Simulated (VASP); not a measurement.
# Ti (Fm-3m) in VASP: further runs

The runs below take Ti through single point, with PBE, PBEsol.

Everything below comes from runs of VASP 6.6.1. Logs are shortened: lines on timing, memory, paths and dates and some standing lists are left out, and cuts for length are marked.

### Step 1. The cell of the first run

It takes space group Fm-3m (No. 225, cubic). The conventional cell has a = 4.060 Å, b = 4.060 Å, c = 4.060 Å, α = 90.00°, β = 90.00°, γ = 90.00°. Ti (site symmetry m-3m) has 12 Ti at 2.87 Å within 3.8 Å.

### Step 2. Single point, PBE

Contents of INCAR:

```
SYSTEM = Ti
PREC = Accurate
ENCUT = 520
EDIFF = 1E-7
ISMEAR = 0
SIGMA = 0.016
LREAL = .False.
LASPH = .True.
NELM = 80
ALGO = Normal
ISIF = 2
LWAVE = .False.
LCHARG = .False.
GGA = PE
NBANDS = 12
```

Contents of KPOINTS:

```
regular mesh
0
Gamma
  11 11 11
  0 0 0
```

Contents of POSCAR:

```
Ti
1.0
    0.0000000000      2.0300000000      2.0300000000
    2.0300000000      0.0000000000      2.0300000000
    2.0300000000      2.0300000000      0.0000000000
Ti
1
Direct
    0.0000000000      0.0000000000      0.0000000000
```

Potentials or basis: VASP PAW PBE potentials, release 64 (Ti_sv).

The run is started by

```bash
> cat potpaw_PBE.64/Ti_sv/POTCAR > POTCAR
> mpirun -np 1 vasp_std > vasp.out
```

OUTCAR:

```text
SYSTEM = Ti
   PREC = Accurate
   ENCUT = 520
   EDIFF = 1E-7
   ISMEAR = 0
   LREAL = .False.
   LASPH = .True.
   NELM = 80
   ISIF = 2
   GGA = PE

 ion  position               nearest neighbor table
   1  0.000  0.000  0.000-

  LATTYP: Found a face centered cubic cell.
 ALAT       =     4.0600000000

  Lattice vectors:

 A1 = (   0.0000000000,   2.0300000000,   2.0300000000)
 A2 = (   2.0300000000,   0.0000000000,   2.0300000000)
 A3 = (   2.0300000000,   2.0300000000,   0.0000000000)

Analysis of symmetry for initial positions (statically):
=====================================================================
 Subroutine PRICEL returns:
 Original cell was already a primitive cell.

 Routine SETGRP: Setting up the symmetry group for a
 face centered cubic supercell.

 Subroutine GETGRP returns: Found 48 space group operations
 (whereof 48 operations were pure point group operations)
 out of a pool of 48 trial point group operations.

The static configuration has the point symmetry O_h .

Analysis of symmetry for dynamics (positions and initial velocities):
=====================================================================
 Subroutine PRICEL returns:
 Original cell was already a primitive cell.

 Routine SETGRP: Setting up the symmetry group for a
 face centered cubic supercell.

 Subroutine GETGRP returns: Found 48 space group operations
 (whereof 48 operations were pure point group operations)
 out of a pool of 48 trial point group operations.

The dynamic configuration has the point symmetry O_h .

 Subroutine INISYM returns: Found 48 space group operations
 (whereof 48 operations are pure point group operations),
 and found     1 'primitive' translations

----------------------------------------------------------------------------------------

                                     Primitive cell

  volume of cell :      16.7309

  direct lattice vectors                    reciprocal lattice vectors
     0.000000000  2.030000000  2.030000000    -0.246305419  0.246305419  0.246305419
     2.030000000  0.000000000  2.030000000     0.246305419 -0.246305419  0.246305419
     2.030000000  2.030000000  0.000000000     0.246305419  0.246305419 -0.246305419

  length of vectors
     2.870853532  2.870853532  2.870853532     0.426613499  0.426613499  0.426613499

  position of ions in fractional coordinates (direct lattice)
     0.000000000  0.000000000  0.000000000

  ion indices of the primitive-cell ions
   primitive index   ion index
                 1           1

----------------------------------------------------------------------------------------

 KPOINTS: regular mesh

Automatic generation of k-mesh.
 Grid dimensions read from file:
 generate k-points for:   11   11   11

 Generating k-lattice:

  Cartesian coordinates                     Fractional coordinates (reciprocal lattice)
    -0.022391402  0.022391402  0.022391402     0.090909091  0.000000000  0.000000000
     0.022391402 -0.022391402  0.022391402     0.000000000  0.090909091  0.000000000
     0.022391402  0.022391402 -0.022391402     0.000000000  0.000000000  0.090909091

  Length of vectors
     0.038783045  0.038783045  0.038783045

  Shift w.r.t. Gamma in fractional coordinates (k-lattice)
     0.000000000  0.000000000  0.000000000

 Subroutine IBZKPT returns following result:
 ===========================================

 Found     56 irreducible k-points:

 Following reciprocal coordinates:
            Coordinates               Weight
  0.000000  0.000000  0.000000      1.000000
  0.090909  0.000000  0.000000      8.000000
  0.181818  0.000000  0.000000      8.000000
  0.272727  0.000000  0.000000      8.000000
  0.363636  0.000000  0.000000      8.000000
  0.454545  0.000000  0.000000      8.000000
[... 16 lines left out ...]
 -0.272727  0.181818  0.000000     24.000000
 -0.181818  0.181818  0.000000     12.000000
 [... further k-points ...]
   k-points           NKPTS =     56   k-points in BZ     NKDIM =     56   number of bands    NBANDS=     12
   number of dos      NEDOS =    301   number of ions     NIONS =      1
   total plane-waves  NPLWV =  13824
   dimension x,y,z NGX =    24 NGY =   24 NGZ =   24
   dimension x,y,z NGXF=    48 NGYF=   48 NGZF=   48
   ions per type =               1
   NGX,Y,Z   is equivalent  to a cutoff of  13.90, 13.90, 13.90 a.u.
   NGXF,Y,Z  is equivalent  to a cutoff of  27.80, 27.80, 27.80 a.u.
 SYSTEM =  Ti
   PREC   = accura    normal or accurate (medium, high low for compatibility)
   ISTART =      0    job   : 0-new  1-cont  2-samecut
   ICHARG =      2    charge: 1-file 2-atom 10-const
   ISPIN  =      1    spin polarized calculation?
   LNONCOLLINEAR =      F non collinear calculations
   LSORBIT =      F    spin-orbit coupling
   LASPH  =      T    aspherical Exc in radial PAW
   ENCUT  =  520.0 eV  38.22 Ry    6.18 a.u.   5.34  5.34  5.34*2*pi/ulx,y,z
   NELM   =     80;   NELMIN=  2; NELMDL= -5     # of ELM steps
   EDIFF  = 0.1E-06   stopping-criterion for ELM
   LREAL  =      F    real-space projection
   EDIFFG = 0.1E-05   stopping-criterion for IOM
   NSW    =      0    number of steps for IOM
   IBRION =     -1    ionic relax: 0-MD 1-quasi-New 2-CG
   NFREE  =      0    steps in history (QN), initial steepest desc. (CG)
   ISIF   =      2    stress and relaxation
   ISYM   =      2    0-nonsym 1-usesym 2-fastsym
   POTIM  = 0.5000    time-step for ionic-motion
   TEBEG  =    0.0;   TEEND  =   0.0 temperature during run
   PSTRESS=    0.0 pullay stress
   NELECT =      12.0000    total number of electrons
   NUPDOWN=      -1.0000    fix difference up-down
   EMIN   =  10.00;   EMAX   =-10.00  energy-range for DOS
   EFERMI =   0.00;   METHOD = LEGACY
   ISMEAR =     0;   SIGMA  =   0.02  broadening in eV -4-tet -1-fermi 0-gaus
   EFERMI_NEDOS =   21; number of points for ismear=-14 and -15
   IALGO  =     38    algorithm
   IMIX   =      4    mixing-type and parameters
     AMIX     =   0.40;   BMIX     =  1.00
     AMIX_MAG =   1.60;   BMIX_MAG =  1.00
  volume/ion in A,a.u.               =      16.73       112.91
  Fermi-wavevector in a.u.,A,eV,Ry     =   1.465421  2.769245 29.217967  2.147460
  Thomas-Fermi vector in A             =   2.581280
   LORBIT       =      0    0 simple, 1 ext, 2 COOP (PROOUT), +10 PAW based schemes
   GGA     = PE    functional components
   LHFCALC =     F    Hartree Fock is set to
   AEXX    =    0.0000 exact exchange contribution
   IVDW    =     0    specifies the selected vdW correction
   LEPSILON=     F    determine dielectric tensor
   LRPA    =     F    only Hartree local field effects (RPA)
 non-spin polarized calculation
 Gauss-broadening in eV      SIGMA  =   0.02
  energy-cutoff  :      520.00
  volume of cell :       16.73
 maximum number of plane-waves:       463
 NGX is ok and might be reduce to    24
   NGX = 11   NGY = 11   NGZ = 11

 number of electron      12.0000002 magnetization

 Free energy of the ion-electron system (eV)
  ---------------------------------------------------
  ext. energy  EPLUGINS =         0.00000000
  ---------------------------------------------------
  free energy    TOTEN  =        -7.77574801 eV

  energy without entropy =       -7.77571900  energy(sigma->0) =       -7.77573351

 E-fermi :   8.6066     XC(G=0): -11.6716

 val. band max:        8.5948418887   @ k =   0.1818   0.1818   0.0000
 cond. band min:       8.6539948064   @ k =   0.2727   0.0000   0.0000
 fundamental gap:      0.0591529177
 Fermi energy:         8.6066027068

 k-point     1 :       0.0000    0.0000    0.0000
  band No.  band energies     occupation
      1     -47.9932      2.00000
      2     -23.8082      2.00000
      3     -23.8082      2.00000
      4     -23.8082      2.00000
      5       2.4390      2.00000
      6       9.5416      0.00000
      7       9.5416      0.00000
      8       9.5416      0.00000
      9      11.2607      0.00000
     10      11.2607      0.00000
     11      24.0813      0.00000
     12      28.7362      0.00000

 k-point     2 :       0.0909    0.0000    0.0000
  band No.  band energies     occupation
      1     -47.9820      2.00000
      2     -23.8704      2.00000
      3     -23.8159      2.00000
      4     -23.8159      2.00000
      5       2.7144      2.00000
      6       9.3723      0.00000
      7       9.6386      0.00000
      8       9.6386      0.00000
      9      11.1994      0.00000
     10      11.1994      0.00000
     11      24.3007      0.00000
     12      26.9466      0.00000

 k-point     3 :       0.1818    0.0000    0.0000
  band No.  band energies     occupation
      1     -47.9520      2.00000
      2     -24.0354      2.00000
      3     -23.8365      2.00000
      4     -23.8365      2.00000
      5       3.4851      2.00000
      6       8.9826      0.00000
      7       9.8105      0.00000
      8       9.8105      0.00000
      9      11.1570      0.00000
     10      11.1570      0.00000
     11      23.7491      0.00000
     12      25.1872      0.00000

 k-point     4 :       0.2727    0.0000    0.0000
  band No.  band energies     occupation
      1     -47.9124      2.00000
      2     -24.2469      2.00000
      3     -23.8634      2.00000
      4     -23.8634      2.00000
      5       4.5565      2.00000
      6       8.6540      0.00003
      7       9.7760      0.00000
      8       9.7760      0.00000
      9      11.4399      0.00000
     10      11.4399      0.00000
     11      21.3357      0.00000
     12      24.7189      0.00000

 k-point     5 :       0.3636    0.0000    0.0000
  band No.  band energies     occupation
      1     -47.8757      2.00000
      2     -24.4373      2.00000
      3     -23.8879      2.00000
      4     -23.8879      2.00000
      5       5.5064      2.00000
      6       8.7422      0.00000
      7       9.5807      0.00000
      8       9.5807      0.00000
      9      11.9527      0.00000
     10      11.9527      0.00000
     11      19.0239      0.00000
     12      23.9356      0.00000

 k-point     6 :       0.4545    0.0000    0.0000
  band No.  band energies     occupation
      1     -47.8538      2.00000
      2     -24.5488      2.00000
      3     -23.9024      2.00000
      4     -23.9024      2.00000
      5       5.9213      2.00000
      6       9.2404      0.00000
      7       9.4377      0.00000
      8       9.4377      0.00000
      9      12.3327      0.00000
     10      12.3327      0.00000
     11      17.4412      0.00000
     12      23.4028      0.00000

 k-point     7 :       0.0909    0.0909    0.0000
  band No.  band energies     occupation
      1     -47.9783      2.00000
      2     -23.8691      2.00000
      3     -23.8294      2.00000
      4     -23.8294      2.00000
      5       2.8051      2.00000
      6       9.2659      0.00000
      7       9.7074      0.00000
      8       9.7074      0.00000
      9      10.9939      0.00000
     10      11.3429      0.00000
     11      24.4181      0.00000
     12      27.3012      0.00000

 k-point     8 :       0.1818    0.0909    0.0000
  band No.  band energies     occupation
      1     -47.9546      2.00000
      2     -23.9914      2.00000
      3     -23.8549      2.00000
      4     -23.8444      2.00000
      5       3.4092      2.00000
      6       8.9272      0.00000
      7       9.8774      0.00000
      8       9.9052      0.00000
      9      10.7816      0.00000
     10      11.4139      0.00000
     11      24.4812      0.00000
     12      25.4428      0.00000
[... 166 lines left out ...]
 k-point    20 :       0.4545    0.1818    0.0000
  band No.  band energies     occupation
      1     -47.8460      2.00000
      2     -24.4392      2.00000
      3     -24.0109      2.00000
      4     -23.9561      2.00000
      5       6.3749      2.00000
      6       7.9814      2.00000
      7       9.0775      0.00000
      8      10.2078      0.00000
      9      12.4357      0.00000
     10      12.8984      0.00000
     11      18.4603      0.00000
     12      23.4236      0.00000

 k-point    21 :      -0.4545    0.1818    0.0000
  band No.  band energies     occupation
      1     -47.8336      2.00000
      2     -24.4866      2.00000
      3     -24.0525      2.00000
      4     -23.9469      2.00000
      5       6.7072      2.00000
      6       8.0599      2.00000
      7       9.1378      0.00000
      8      10.0633      0.00000
      9      12.3254      0.00000
     10      13.8858      0.00000
     11      17.0616      0.00000
     12      22.7661      0.00000

 k-point    22 :      -0.3636    0.1818    0.0000
  band No.  band energies     occupation
      1     -47.8409      2.00000
      2     -24.4509      2.00000
      3     -24.0683      2.00000
      4     -23.9215      2.00000
      5       6.6297      2.00000
      6       8.2535      2.00000
      7       8.9372      0.00000
      8      10.0452      0.00000
      9      11.8209      0.00000
     10      13.7070      0.00000
     11      17.9807      0.00000
     12      22.4213      0.00000

 k-point    23 :      -0.2727    0.1818    0.0000
  band No.  band energies     occupation
      1     -47.8654      2.00000
      2     -24.3505      2.00000
      3     -24.0453      2.00000
      4     -23.8876      2.00000
      5       6.0103      2.00000
      6       8.3153      2.00000
      7       8.9973      0.00000
      8      10.1818      0.00000
      9      11.1254      0.00000
     10      13.0193      0.00000
     11      20.1999      0.00000
     12      22.4407      0.00000

 k-point    24 :      -0.1818    0.1818    0.0000
  band No.  band energies     occupation
      1     -47.8991      2.00000
      2     -24.2267      2.00000
      3     -23.9799      2.00000
      4     -23.8561      2.00000
      5       4.9776      2.00000
      6       8.4338      2.00000
      7       9.4534      0.00000
      8      10.4529      0.00000
      9      10.4682      0.00000
     10      12.2612      0.00000
     11      22.4355      0.00000
     12      22.9701      0.00000

 [... further k-points ...]
[... 5 lines left out ...]
  --------------------------------------------------------------------------------------
  -------------------------------------------------------------------------------------
  Total        0.3655354      0.3655354      0.3655354     -0.0000000     -0.0000000      0.0000000
  in kB       35.0043459     35.0043459     35.0043459     -0.0000000     -0.0000000      0.0000000
  external PRESSURE =      35.0043459 kB  Pullay stress =       0.0000000 kB

 VOLUME and BASIS-vectors are now :
 -----------------------------------------------------------------------------
  energy-cutoff  :      520.00
  volume of cell :       16.73
      direct lattice vectors                 reciprocal lattice vectors
     0.000000000  2.030000000  2.030000000    -0.246305419  0.246305419  0.246305419
     2.030000000  0.000000000  2.030000000     0.246305419 -0.246305419  0.246305419
     2.030000000  2.030000000  0.000000000     0.246305419  0.246305419 -0.246305419

 POSITION                                       TOTAL-FORCE (eV/Angst)
 -----------------------------------------------------------------------------------
      0.00000      0.00000      0.00000        -0.000000      0.000000      0.000000
 -----------------------------------------------------------------------------------
    total drift:                                0.000000     -0.000000     -0.000000

  FREE ENERGIE OF THE ION-ELECTRON SYSTEM (eV)
  ---------------------------------------------------
  free  energy   TOTEN  =        -7.7757480134 eV

  energy  without entropy=       -7.7757190027  energy(sigma->0) =       -7.77573351
```

Wall time 19 s (1 thread of AMD EPYC 7R43 (Zen 3), shared host); peak memory 0.11 GiB.

What came out:

| Item | Value |
| --- | --- |
| Free energy | -7.7757 eV |
| Pressure | 3.5 GPa |
| Band gap on the k mesh | zero (band 6 reaches 9.54 eV, above the bottom of band 7 at 8.35 eV) |

(Part 1 of 2 ends here.)
